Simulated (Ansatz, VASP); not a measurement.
One calculation of Zn5Se2S3, two programs

```
Zn Se S
1.0
    -0.00016   -3.94604   -0.00014
     3.94576    0.00016    0.00039
    -1.97114    1.97348   13.81056
Zn Se S
5 2 3
Direct
  0.70235 0.70236 0.40453
  0.29779 0.29776 0.59544
  0.89365 0.89376 0.78688
  0.49965 0.49983 0.00003
  0.10653 0.10607 0.21314
  0.44687 0.94680 0.89350
  0.05301 0.55290 0.10648
  0.25010 0.75012 0.50001
  0.84567 0.34593 0.69118
  0.65438 0.15446 0.30882
```

Change from the starting cell: cell x1, atoms moved at random (sigma 0.15 Å) and cell strained at random (1.5 %), then relaxed without symmetry.

Alike in both runs: functional PBE; k mesh 4 × 4 × 4; occupations gaussian, width 0.1 eV; no spin polarisation.

Ansatz relaxed the structure, and its values are those at the end. VASP's run is a single point on that final structure, the one shown.

```csv
,VASP,Ansatz
version,VASP 6.6.1,Ansatz 0.2.0
potentials or method,"VASP PAW PBE potentials, release 64 (Zn, Se, S), cutoff 520 eV","scalar-relativistic, plane waves, PAW"
valence electrons in the cell,90,110
```

```tsv
	VASP	Ansatz	Ansatz less VASP
gap on the k mesh at the Fermi level (eV)	1.54	1.54	-0.001
least direct gap on the mesh (eV)	1.54	1.54	-0.001
pressure (GPa)	0.2	0.0	-0.18
```

VASP's potentials hold 90 valence electrons a cell and Ansatz's 110, so a difference there can come from the potentials and not from the codes.
